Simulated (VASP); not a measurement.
Input of a VASP 6.6.1 run:

INCAR

```
PREC = Accurate
ENCUT = 600
EDIFF = 1E-6
ISMEAR = 0
SIGMA = 0.2
LREAL = False
LASPH = True
NELM = 120
ALGO = Normal
ISIF = 2
LWAVE = False
LCHARG = False
GGA = PE
NBANDS = 20
GGA_COMPAT = False
```

File KPOINTS:

```
Automatic mesh
0
Gamma
  3 3 5
```

POSCAR

```
B5C2
1.0
    4.4553253169      0.0000000000      0.0000000000
    0.0000000000      4.4553253169      0.0000000000
    0.0000000000      0.0000000000      2.6345394446
B C
5 2
Direct
    0.2041209875      0.5000000000      0.6398385776
    0.7958790125      0.5000000000      0.6398385776
    0.5000000000      0.2041209875      0.6398385776
    0.5000000000      0.7958790125      0.6398385776
    0.5000000000      0.5000000000      0.1398164898
    0.0000000000      0.0000000000      0.3797762357
    0.0000000000      0.0000000000      0.9003970141
```

Potentials or basis: VASP PAW PBE potentials, release 64 (B, C).

The run is started by

```console
$ cat potpaw_PBE.64/B/POTCAR potpaw_PBE.64/C/POTCAR > POTCAR
$ mpirun -np 1 vasp_std > vasp.out
```

(1) Estimate the band gap on the k mesh.

(2) Predict the largest force.

(3) Predict the pressure.

Answers

(1) zero (an odd number of electrons rules out a gap without spin polarisation).

(2) 0.026 eV/Å.

(3) -0.5 GPa.

Caveat: the k points lie up to 0.48 Å⁻¹ apart, too coarse for converged energies and pressures of a metal.
